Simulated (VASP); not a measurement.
The system is Cs.

```
CELL_PARAMETERS angstrom
5.38548 0.00000 0.00000
-2.69274 4.66396 0.00000
0.00000 0.00000 8.79448
ATOMIC_POSITIONS crystal
Cs 0.33333 0.66667 0.25000
Cs 0.66667 0.33333 0.75000
```

This isn't the form of Cs at room conditions, which is bcc.

```yaml
Program: VASP 6.6.1
Task: relaxation of cell and atoms
Functional: PBE
Potentials_or_basis: VASP PAW PBE potentials, release 64 (Cs_sv)
Cutoff: 600 eV
k_mesh: 7 × 7 × 4
Occupations: fermi-dirac, width 0.1 eV
Spin: no spin polarisation
```

At the start: pressure 0.1 GPa; volume 110.45 Å³/atom.

Q: How do energy, volume and symmetry change on relaxing?

A: Over 4 steps the energy falls by 2.4 meV/atom and the volume is 117.08 Å³/atom (+6.0 %); space group P6_3/mmc (No. 194, to 0.1 Å) before and after.

The path:
| step | energy change (eV) | largest force (eV/Å) | pressure (GPa) | volume (Å³) |
| --- | --- | --- | --- | --- |
| 1 | 0.0000 | 0.0000 | 0.12 | 220.90 |
| 2 | -0.0019 | 0.0000 | 0.10 | 223.62 |
| 3 | -0.0047 | 0.0000 | 0.02 | 231.91 |
| 4 | -0.0049 | 0.0000 | 0.00 | 234.17 |

Final structure:
```cif
data_structure
_symmetry_space_group_name_H-M 'P 1'
_symmetry_Int_Tables_number 1
_cell_length_a 5.4865
_cell_length_b 5.4865
_cell_length_c 8.9829
_cell_angle_alpha 90.000
_cell_angle_beta 90.000
_cell_angle_gamma 120.000
_cell_volume 234.17
loop_
_atom_site_label
_atom_site_type_symbol
_atom_site_fract_x
_atom_site_fract_y
_atom_site_fract_z
_atom_site_occupancy
Cs1 Cs 0.33333 0.66667 0.25000 1
Cs2 Cs 0.66667 0.33333 0.75000 1
```
